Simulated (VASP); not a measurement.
# NiO (F-43m) in VASP: notebook

Aim: see how the results for NiO move with the level of theory and the settings. Levels: PBE, LDA. Tasks: single point.

Program: VASP 6.6.1. These are calculated values, not measurements. Logs are shortened: lines on timing, memory, paths and dates and some standing lists are left out, and cuts for length are marked.

### Step 1. The cell of the first run

Symmetry: F-43m, No. 216, cubic system. Conventional cell: a = 4.481 Å, b = 4.481 Å, c = 4.481 Å, α = 90.00°, β = 90.00°, γ = 90.00°. Ni (site symmetry -43m) has 4 O at 1.94 Å within 2.6 Å. Within 2.6 Å of O (site symmetry -43m) lie 4 Ni at 1.94 Å.

### Step 2. Single point, PBE, collinear spin, ferromagnetic start

Input file INCAR:

```
  PREC = Accurate
  ENCUT = 520
  EDIFF = 1E-6
  ISMEAR = -1
  SIGMA = 0.05
  LREAL = F
  LASPH = T
  NELM = 150
  ALGO = Normal
  ISIF = 2
  LWAVE = F
  LCHARG = F
  ISPIN = 2
  MAGMOM = 1 0
  LORBIT = 11
  LMAXMIX = 4
  GGA = PE
  NBANDS = 19
```

Input file KPOINTS:

```
Automatic mesh
0
Gamma
  10 10 10
```

Input file POSCAR:

```
NiO
1.0
    0.0000000000      2.2406300000      2.2406300000
    2.2406300000      0.0000000000      2.2406300000
    2.2406300000      2.2406300000      0.0000000000
Ni O
1 1
Direct
    0.0000000000      0.0000000000      0.0000000000
    0.7500000000      0.7500000000      0.7500000000
```

Potentials or basis: VASP PAW PBE potentials, release 64 (Ni, O).

Command:

```bash
$ cat potpaw_PBE.64/Ni/POTCAR potpaw_PBE.64/O/POTCAR > POTCAR
$ mpirun -np 1 vasp_std > vasp.out
```

OUTCAR:

```text
PREC = Accurate
   ENCUT = 520
   EDIFF = 1E-6
   ISMEAR = -1
   LREAL = F
   LASPH = T
   NELM = 150
   ISIF = 2
   ISPIN = 2
   LORBIT = 11
   GGA = PE

 ion  position               nearest neighbor table
   1  0.000  0.000  0.000-   2 1.94   2 1.94   2 1.94   2 1.94
   2  0.750  0.750  0.750-   1 1.94   1 1.94   1 1.94   1 1.94

  LATTYP: Found a face centered cubic cell.
 ALAT       =     4.4812600000

  Lattice vectors:

 A1 = (   0.0000000000,   2.2406300000,   2.2406300000)
 A2 = (   2.2406300000,   0.0000000000,   2.2406300000)
 A3 = (   2.2406300000,   2.2406300000,   0.0000000000)

Analysis of symmetry for initial positions (statically):
=====================================================================
 Subroutine PRICEL returns:
 Original cell was already a primitive cell.

 Routine SETGRP: Setting up the symmetry group for a
 face centered cubic supercell.

 Subroutine GETGRP returns: Found 24 space group operations
 (whereof 24 operations were pure point group operations)
 out of a pool of 48 trial point group operations.

The static configuration has the point symmetry T_d .

Analysis of symmetry for dynamics (positions and initial velocities):
=====================================================================
 Subroutine PRICEL returns:
 Original cell was already a primitive cell.

 Routine SETGRP: Setting up the symmetry group for a
 face centered cubic supercell.

 Subroutine GETGRP returns: Found 24 space group operations
 (whereof 24 operations were pure point group operations)
 out of a pool of 48 trial point group operations.

The dynamic configuration has the point symmetry T_d .

Analysis of structural, dynamic, and magnetic symmetry:
=====================================================================
 Subroutine PRICEL returns:
 Original cell was already a primitive cell.

 Routine SETGRP: Setting up the symmetry group for a
 face centered cubic supercell.

 Subroutine GETGRP returns: Found 24 space group operations
 (whereof 24 operations were pure point group operations)
 out of a pool of 48 trial point group operations.

The overall configuration has the point symmetry T_d .

 Subroutine INISYM returns: Found 24 space group operations
 (whereof 24 operations are pure point group operations),
 and found     1 'primitive' translations

----------------------------------------------------------------------------------------

                                     Primitive cell

  volume of cell :      22.4978

  direct lattice vectors                    reciprocal lattice vectors
     0.000000000  2.240630000  2.240630000    -0.223151524  0.223151524  0.223151524
     2.240630000  0.000000000  2.240630000     0.223151524 -0.223151524  0.223151524
     2.240630000  2.240630000  0.000000000     0.223151524  0.223151524 -0.223151524

  length of vectors
     3.168729334  3.168729334  3.168729334     0.386509778  0.386509778  0.386509778

  position of ions in fractional coordinates (direct lattice)
     0.000000000  0.000000000  0.000000000
     0.750000000  0.750000000  0.750000000

  ion indices of the primitive-cell ions
   primitive index   ion index
                 1           1
                 2           2

----------------------------------------------------------------------------------------

 KPOINTS: Automatic mesh

Automatic generation of k-mesh.
 Grid dimensions read from file:
 generate k-points for:   10   10   10

 Generating k-lattice:

  Cartesian coordinates                     Fractional coordinates (reciprocal lattice)
    -0.022315152  0.022315152  0.022315152     0.100000000  0.000000000  0.000000000
     0.022315152 -0.022315152  0.022315152     0.000000000  0.100000000  0.000000000
     0.022315152  0.022315152 -0.022315152     0.000000000  0.000000000  0.100000000

  Length of vectors
     0.038650978  0.038650978  0.038650978

  Shift w.r.t. Gamma in fractional coordinates (k-lattice)
     0.000000000  0.000000000  0.000000000

 Subroutine IBZKPT returns following result:
 ===========================================

 Found     47 irreducible k-points:

 Following reciprocal coordinates:
            Coordinates               Weight
  0.000000  0.000000  0.000000      1.000000
  0.100000  0.000000  0.000000      8.000000
  0.200000  0.000000  0.000000      8.000000
  0.300000  0.000000  0.000000      8.000000
  0.400000  0.000000  0.000000      8.000000
  0.500000  0.000000  0.000000      4.000000
[... 16 lines left out ...]
  0.300000  0.300000  0.000000      6.000000
  0.400000  0.300000  0.000000     24.000000
 [... further k-points ...]
   k-points           NKPTS =     47   k-points in BZ     NKDIM =     47   number of bands    NBANDS=     19
   number of dos      NEDOS =    301   number of ions     NIONS =      2
   total plane-waves  NPLWV =  13824
   dimension x,y,z NGX =    24 NGY =   24 NGZ =   24
   dimension x,y,z NGXF=    48 NGYF=   48 NGZF=   48
   ions per type =               1   1
   NGX,Y,Z   is equivalent  to a cutoff of  12.59, 12.59, 12.59 a.u.
   NGXF,Y,Z  is equivalent  to a cutoff of  25.18, 25.18, 25.18 a.u.
 SYSTEM =  unknown system
   PREC   = accura    normal or accurate (medium, high low for compatibility)
   ISTART =      0    job   : 0-new  1-cont  2-samecut
   ICHARG =      2    charge: 1-file 2-atom 10-const
   ISPIN  =      2    spin polarized calculation?
   LNONCOLLINEAR =      F non collinear calculations
   LSORBIT =      F    spin-orbit coupling
   LASPH  =      T    aspherical Exc in radial PAW
   ENCUT  =  520.0 eV  38.22 Ry    6.18 a.u.   5.89  5.89  5.89*2*pi/ulx,y,z
   NELM   =    150;   NELMIN=  2; NELMDL= -5     # of ELM steps
   EDIFF  = 0.1E-05   stopping-criterion for ELM
   LREAL  =      F    real-space projection
   EDIFFG = 0.1E-04   stopping-criterion for IOM
   NSW    =      0    number of steps for IOM
   IBRION =     -1    ionic relax: 0-MD 1-quasi-New 2-CG
   NFREE  =      0    steps in history (QN), initial steepest desc. (CG)
   ISIF   =      2    stress and relaxation
   ISYM   =      2    0-nonsym 1-usesym 2-fastsym
   POTIM  = 0.5000    time-step for ionic-motion
   TEBEG  =    0.0;   TEEND  =   0.0 temperature during run
   PSTRESS=    0.0 pullay stress
   NELECT =      16.0000    total number of electrons
   NUPDOWN=      -1.0000    fix difference up-down
   EMIN   =  10.00;   EMAX   =-10.00  energy-range for DOS
   EFERMI =   0.00;   METHOD = LEGACY
   ISMEAR =    -1;   SIGMA  =   0.05  broadening in eV -4-tet -1-fermi 0-gaus
   EFERMI_NEDOS =   21; number of points for ismear=-14 and -15
   IALGO  =     38    algorithm
   IMIX   =      4    mixing-type and parameters
     AMIX     =   0.40;   BMIX     =  1.00
     AMIX_MAG =   1.60;   BMIX_MAG =  1.00
  volume/ion in A,a.u.               =      11.25        75.91
  Fermi-wavevector in a.u.,A,eV,Ry     =   1.461284  2.761427 29.053220  2.135351
  Thomas-Fermi vector in A             =   2.577634
   LORBIT       =     11    0 simple, 1 ext, 2 COOP (PROOUT), +10 PAW based schemes
   GGA     = PE    functional components
   LHFCALC =     F    Hartree Fock is set to
   AEXX    =    0.0000 exact exchange contribution
   IVDW    =     0    specifies the selected vdW correction
   LEPSILON=     F    determine dielectric tensor
   LRPA    =     F    only Hartree local field effects (RPA)
 spin polarized calculation
  energy-cutoff  :      520.00
  volume of cell :       22.50
 maximum number of plane-waves:       620
   NGX = 11   NGY = 11   NGZ = 11

 number of electron      16.0000007 magnetization       1.9117653

 Free energy of the ion-electron system (eV)
  ---------------------------------------------------
  ext. energy  EPLUGINS =         0.00000000
  ---------------------------------------------------
  free energy    TOTEN  =       -11.60191187 eV

  energy without entropy =      -11.58621044  energy(sigma->0) =      -11.59406115

 E-fermi :   5.5943     XC(G=0): -11.2350

 val. band max:        5.5934893703   @ k =   0.4000   0.2000   0.1000
 cond. band min:       5.5984695049   @ k =   0.5000   0.4000   0.0000
 fundamental gap:      0.0049801346
 Fermi energy:         5.5943355496

 spin component 1

 k-point     1 :       0.0000    0.0000    0.0000
  band No.  band energies     occupation
      1     -14.3643      1.00000
      2      -0.3961      1.00000
      3      -0.3961      1.00000
      4      -0.3961      1.00000
      5       3.1691      1.00000
      6       3.1691      1.00000
[... 11 lines left out ...]
     18      28.6349      0.00000
     19      28.6349      0.00000

 k-point     2 :       0.1000    0.0000    0.0000
  band No.  band energies     occupation
      1     -14.3044      1.00000
      2      -0.5403      1.00000
      3      -0.3602      1.00000
      4      -0.3602      1.00000
      5       3.1509      1.00000
      6       3.1509      1.00000
[... 11 lines left out ...]
     18      29.8341      0.00000
     19      29.8341      0.00000

 k-point     3 :       0.2000    0.0000    0.0000
  band No.  band energies     occupation
      1     -14.1454      1.00000
      2      -0.8488      1.00000
      3      -0.2686      1.00000
      4      -0.2686      1.00000
      5       3.1213      1.00000
      6       3.1213      1.00000
[... 11 lines left out ...]
     18      31.7745      0.00000
     19      31.7745      0.00000

 k-point     4 :       0.3000    0.0000    0.0000
  band No.  band energies     occupation
      1     -13.9436      1.00000
      2      -1.1205      1.00000
      3      -0.1621      1.00000
      4      -0.1621      1.00000
      5       3.1306      1.00000
      6       3.1307      1.00000
[... 407 lines left out ...]
     18      33.1719      0.00000
     19      33.2674      0.00000

 k-point    23 :       0.3000    0.3000    0.0000
  band No.  band energies     occupation
      1     -13.8120      1.00000
      2      -1.2912      1.00000
      3       0.0551      1.00000
      4       0.0551      1.00000
      5       2.6471      1.00000
      6       3.3493      1.00000
[... 11 lines left out ...]
     18      32.9023      0.00000
     19      34.3175      0.00000

 k-point    24 :       0.4000    0.3000    0.0000
  band No.  band energies     occupation
      1     -13.6830      1.00000
      2      -1.3202      1.00000
      3       0.1343      1.00000
      4       0.1776      1.00000
      5       2.6118      1.00000
      6       3.3665      1.00000
[... 11 lines left out ...]
     18      34.5181      0.00000
     19      34.9814      0.00000

 [... further k-points ...]

 spin component 2

 k-point     1 :       0.0000    0.0000    0.0000
  band No.  band energies     occupation
      1     -13.7646      1.00000
      2       0.6063      1.00000
      3       0.6063      1.00000
      4       0.6064      1.00000
      5       4.2293      1.00000
      6       4.2294      1.00000
[... 11 lines left out ...]
     18      28.8815      0.00000
     19      28.8815      0.00000

 k-point     2 :       0.1000    0.0000    0.0000
  band No.  band energies     occupation
      1     -13.7007      1.00000
      2       0.3909      1.00000
      3       0.6353      1.00000
      4       0.6353      1.00000
      5       4.2188      1.00000
      6       4.2188      1.00000
[... 11 lines left out ...]
     18      30.0987      0.00000
     19      30.0987      0.00000

 k-point     3 :       0.2000    0.0000    0.0000
  band No.  band energies     occupation
      1     -13.5306      1.00000
      2      -0.0665      1.00000
      3       0.7063      1.00000
      4       0.7063      1.00000
      5       4.2143      1.00000
      6       4.2143      1.00000
[... 11 lines left out ...]
     18      32.0664      0.00000
     19      32.0664      0.00000

 k-point     4 :       0.3000    0.0000    0.0000
  band No.  band energies     occupation
      1     -13.3137      1.00000
      2      -0.4924      1.00000
      3       0.7823      1.00000
      4       0.7823      1.00000
      5       4.2657      1.00000
      6       4.2657      1.00000
[... 407 lines left out ...]
     18      33.4344      0.00000
     19      33.6243      0.00000

 k-point    23 :       0.3000    0.3000    0.0000
  band No.  band energies     occupation
      1     -13.1727      1.00000
      2      -0.6451      1.00000
      3       0.9347      1.00000
      4       0.9348      1.00000
      5       3.8867      1.00000
      6       4.4298      1.00000
[... 11 lines left out ...]
     18      33.1493      0.00000
     19      34.5002      0.00000

 k-point    24 :       0.4000    0.3000    0.0000
  band No.  band energies     occupation
      1     -13.0335      1.00000
      2      -0.7296      1.00000
      3       0.9474      1.00000
      4       1.0199      1.00000
      5       3.9300      1.00000
      6       4.4752      1.00000
[... 11 lines left out ...]
     18      34.8193      0.00000
     19      35.2880      0.00000

 [... further k-points ...]

------------------------ aborting loop because EDIFF is reached ----------------------------------------

  FORCE on cell =-STRESS in cart. coord.  units (eV):
  Direction    XX          YY          ZZ          XY          YZ          ZX
  --------------------------------------------------------------------------------------
  -------------------------------------------------------------------------------------
  Total        0.0479200      0.0479200      0.0479200      0.0000000      0.0000000      0.0000000
  in kB        3.4126141      3.4126141      3.4126141      0.0000000      0.0000000      0.0000000
  external PRESSURE =       3.4126141 kB  Pullay stress =       0.0000000 kB

 VOLUME and BASIS-vectors are now :
 -----------------------------------------------------------------------------
  energy-cutoff  :      520.00
  volume of cell :       22.50
      direct lattice vectors                 reciprocal lattice vectors
     0.000000000  2.240630000  2.240630000    -0.223151524  0.223151524  0.223151524
     2.240630000  0.000000000  2.240630000     0.223151524 -0.223151524  0.223151524
     2.240630000  2.240630000  0.000000000     0.223151524  0.223151524 -0.223151524

 POSITION                                       TOTAL-FORCE (eV/Angst)
 -----------------------------------------------------------------------------------
      0.00000      0.00000      0.00000        -0.000000     -0.000000     -0.000000
      3.36095      3.36095      3.36095         0.000000      0.000000      0.000000
 -----------------------------------------------------------------------------------
    total drift:                               -0.000001     -0.000001     -0.000001

  FREE ENERGIE OF THE ION-ELECTRON SYSTEM (eV)
  ---------------------------------------------------
  free  energy   TOTEN  =       -11.6019118658 eV

  energy  without entropy=      -11.5862104435  energy(sigma->0) =      -11.59406115

 total charge

# of ion       s       p       d       tot
------------------------------------------
    1        0.380   0.479   8.241   9.100
    2        1.556   3.417   0.000   4.973
--------------------------------------------------
tot          1.936   3.896   8.241  14.073

 magnetization (x)

# of ion       s       p       d       tot
------------------------------------------
    1        0.003   0.039   1.453   1.496
    2        0.016   0.343   0.000   0.360
--------------------------------------------------
tot          0.020   0.382   1.453   1.855
```

Run time: 30 s. Hardware: 1 thread of Intel Xeon Platinum 8259CL at 2.50GHz (Skylake/Cascade Lake), shared host; peak memory 0.16 GiB.

Results:

| Quantity | Value |
| --- | --- |
| Free energy | -11.6019 eV |
| Pressure | 0.3 GPa |
| Net moment | 1.91 μB per cell |
| Site moments | Ni +1.50; O +0.36 μB |
| Valence electrons inside the program's atomic spheres | Ni 9.10; O 4.97 |

Caveat: a cell with one magnetic atom can't hold antiferromagnetic order, which such compounds often take; semilocal functionals often make such compounds metallic where correlation or magnetic order opens a gap, which also shifts bond lengths. With open d or f shells a metallic result of PBE can be an artefact of self-interaction; +U or a hybrid may open a gap.

### Step 3. Single point, PBE, collinear spin, ferromagnetic start (volume scaled by 0.94)

Input file INCAR:

```
SYSTEM = NiO
PREC = Accurate
ENCUT = 520
EDIFF = 1E-6
ISMEAR = -1
SIGMA = 0.05
LREAL = .False.
LASPH = .True.
NELM = 150
ALGO = Normal
ISIF = 2
LWAVE = .False.
LCHARG = .False.
ISPIN = 2
MAGMOM = 1 0
LORBIT = 11
LMAXMIX = 4
GGA = PE
NBANDS = 19
```

Input file KPOINTS:

```
Automatic mesh
0
Gamma
  10 10 10
  0 0 0
```

Input file POSCAR:

```
NiO
1.0
    0.0000000000      2.1948900228      2.1948900228
    2.1948900228      0.0000000000      2.1948900228
    2.1948900228      2.1948900228      0.0000000000
Ni O
1 1
Direct
    0.0000000000      0.0000000000      0.0000000000
    0.7500000000      0.7500000000      0.7500000000
```

Potentials or basis: VASP PAW PBE potentials, release 64 (Ni, O).

Command:

```bash
$ cat potpaw_PBE.64/Ni/POTCAR potpaw_PBE.64/O/POTCAR > POTCAR
$ mpirun -np 1 vasp_std > vasp.out
```

It took 23 s on 1 thread of Intel Xeon Platinum 8488C (Sapphire Rapids), shared host; peak memory 0.17 GiB.

It converged, with:

| Quantity | Value |
| --- | --- |
| Free energy | -11.5583 eV |
| Pressure | 10.2 GPa |
| Net moment | 1.76 μB per cell |
| Site moments | Ni +1.39; O +0.33 μB |
| Valence electrons inside the program's atomic spheres | Ni 9.23; O 5.00 |

Levels at points of the mesh, in eV from the Fermi level:
Spin up:
```csv
k point,band 7,band 8,band 9,band 10,band 11,band 12
"(0.00, 0.00, 0.00)",0.35,0.35,0.35,0.55,14.73,14.73
"(0.50, 0.00, 0.00)",-2.38,-0.56,-0.56,6.15,7.57,14.21
"(0.50, 0.50, 0.00)",-1.81,-1.81,-1.75,5.55,10.57,11.44
```
Spin down:
```tsv
k point	band 5	band 6	band 7	band 8	band 9	band 10
(0.00, 0.00, 0.00)	-1.47	-1.47	0.82	1.83	1.83	1.83
(0.50, 0.00, 0.00)	-1.25	-1.25	-0.87	0.85	0.85	6.43
(0.50, 0.50, 0.00)	-1.77	-1.12	-0.79	-0.19	-0.19	6.03
```

Caveat: a cell with one magnetic atom can't hold antiferromagnetic order, which such compounds often take; semilocal functionals often make such compounds metallic where correlation or magnetic order opens a gap, which also shifts bond lengths.

### Step 4. Single point, PBE, collinear spin, ferromagnetic start (volume scaled by 1.06)

Input file INCAR:

```
ALGO = Normal
EDIFF = 1E-6
ENCUT = 520
GGA = PE
ISIF = 2
ISMEAR = -1
ISPIN = 2
LASPH = True
LCHARG = False
LMAXMIX = 4
LORBIT = 11
LREAL = False
LWAVE = False
MAGMOM = 1 0
NBANDS = 19
NELM = 150
PREC = Accurate
SIGMA = 0.05
```

Input file KPOINTS:

```
k-points
0
Gamma
  10 10 10
```

Input file POSCAR:

```
NiO
1.0
    0.0000000000      2.2845750783      2.2845750783
    2.2845750783      0.0000000000      2.2845750783
    2.2845750783      2.2845750783      0.0000000000
Ni O
1 1
Direct
    0.0000000000      0.0000000000      0.0000000000
    0.7500000000      0.7500000000      0.7500000000
```

Command:

```bash
$ cat potpaw_PBE.64/Ni/POTCAR potpaw_PBE.64/O/POTCAR > POTCAR
$ mpirun -np 1 vasp_std > vasp.out
```

Wall time 27 s (1 thread of Intel Xeon Platinum 8488C (Sapphire Rapids), shared host); peak memory 0.17 GiB.

It converged, with:

```yaml
Free_energy: -11.5723 eV
Pressure: -7.1 GPa
Band_gap_on_the_k_mesh: zero (filled and empty bands overlap)
Net_moment: 1.97 μB per cell
Site_moments: Ni +1.54; O +0.37 μB
Valence_electrons_inside_the_program's_atomic_spheres: Ni 8.99; O 4.95
```

Levels at points of the mesh, in eV from the Fermi level:
Spin up:
| k point | band 6 | band 7 | band 8 | band 9 | band 10 | band 11 | band 12 | band 13 |
| --- | --- | --- | --- | --- | --- | --- | --- | --- |
| (0.00, 0.00, 0.00) | -2.35 | 0.03 | 0.03 | 0.03 | 0.35 | 13.87 | 13.87 | 13.87 |
| (0.50, 0.00, 0.00) | -2.31 | -2.31 | -0.72 | -0.72 | 5.61 | 7.08 | 13.41 | 13.41 |
| (0.50, 0.50, 0.00) | -2.11 | -1.86 | -1.86 | -1.74 | 5.27 | 9.39 | 10.98 | 14.02 |
Spin down:
```
           k point  band 4  band 5  band 6  band 7  band 8  band 9  band 10  band 11
(0.00, 0.00, 0.00)   -4.60   -1.28   -1.28    0.66    1.67    1.67     1.67    14.13
(0.50, 0.00, 0.00)   -4.38   -1.09   -1.09   -0.67    0.83    0.83     5.94     7.59
(0.50, 0.50, 0.00)   -4.07   -1.35   -1.00   -0.71   -0.05   -0.05     5.72    10.06
```

Caveat: a cell with one magnetic atom can't hold antiferromagnetic order, which such compounds often take; semilocal functionals often make such compounds metallic where correlation or magnetic order opens a gap, which also shifts bond lengths.

(Part 1 of 2 ends here.)
